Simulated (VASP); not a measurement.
A run of VASP 6.6.1 is set up as follows.

INCAR

```
PREC = Accurate
ENCUT = 520
EDIFF = 1E-6
ISMEAR = 0
SIGMA = 0.05
LREAL = Auto
LASPH = T
NELM = 100
ALGO = Normal
ISIF = 2
LWAVE = F
LCHARG = T
LDIPOL = T
IDIPOL = 3
DIPOL = 0.5 0.5 0.308
GGA = PE
IVDW = 12
LELF = T
LVHAR = T
LVACPOTAV = T
NBANDS = 72
```

Contents of KPOINTS:

```
regular mesh
0
Gamma
  6 6 1
```

File POSCAR:

```
Mg6NO6
1.0
    5.9515779654      0.0000000000      0.0000000000
   -2.9757889827      5.1542177107      0.0000000000
    0.0000000000      0.0000000000     24.5450895495
O Mg N
12 12 2
Direct
    0.1666666667      0.3333333333      0.1629653863
    0.1666666667      0.8333333333      0.1629653863
    0.6666666667      0.3333333333      0.1629653863
    0.6666666667      0.8333333333      0.1629653863
    0.0000000000      0.0000000000      0.2619555132
    0.0000000000      0.5000000000      0.2619555132
    0.5000000000      0.0000000000      0.2619555132
    0.5000000000      0.5000000000      0.2619555132
    0.3333333333      0.1666666667      0.3629884506
    0.3333333333      0.6666666667      0.3629884506
    0.8333333333      0.1666666667      0.3629884506
    0.8333333333      0.6666666667      0.3629884506
    0.3333333333      0.1666666667      0.2124604498
    0.3333333333      0.6666666667      0.2124604498
    0.8333333333      0.1666666667      0.2124604498
    0.8333333333      0.6666666667      0.2124604498
    0.1666666667      0.3333333333      0.3075949074
    0.1666666667      0.8333333333      0.3075949074
    0.6666666667      0.3333333333      0.3075949074
    0.6666666667      0.8333333333      0.3075949074
    0.0000000000      0.0000000000      0.4092504747
    0.0000000000      0.5000000000      0.4092504747
    0.5000000000      0.0000000000      0.4092504747
    0.5000000000      0.5000000000      0.4092504747
    0.3333333333      0.1666666667      0.5477710530
    0.3333333333      0.1666666667      0.5925865343
```

Potentials or basis: VASP PAW PBE potentials, release 64 (O, Mg, N).

The run is started by

```console
$ cat potpaw_PBE.64/O/POTCAR potpaw_PBE.64/Mg/POTCAR potpaw_PBE.64/N/POTCAR > POTCAR
$ mpirun -np 1 vasp_std > vasp.out
```

Q: Estimate the band gap on the k mesh.

A: Zero (bands 53 and 54 overlap by 0.50 eV).

Q: Estimate the dispersion energy per atom.

A: -0.196 eV.

Q: What does it give for the largest force?

A: 2.710 eV/Å.

Forces on the atoms (eV/Å):
```
O    0.000  0.000  1.292
O    0.000  0.000  1.292
O    0.000  0.000  1.292
O    0.000  0.000  1.295
O    0.005  0.003  1.444
O    0.000  0.000  1.437
O   -0.005  0.003  1.444
O    0.000 -0.006  1.444
O    0.000  0.000  0.074
O    0.002  0.001 -0.031
O    0.000 -0.003 -0.031
O   -0.002  0.001 -0.031
Mg   0.000  0.000 -2.710
Mg  -0.002 -0.001 -2.707
Mg   0.000  0.003 -2.707
Mg   0.002 -0.001 -2.707
Mg  -0.019  0.011  0.018
Mg   0.000 -0.022  0.018
Mg   0.019  0.011  0.018
Mg   0.000  0.000  0.031
Mg  -0.076 -0.044 -0.084
Mg   0.000  0.000 -0.047
Mg   0.076 -0.044 -0.084
Mg   0.000  0.087 -0.084
N    0.000  0.000 -2.115
N    0.000  0.000  2.241
```

Caveat: the standard files for N, O and F lose accuracy on very short bonds.
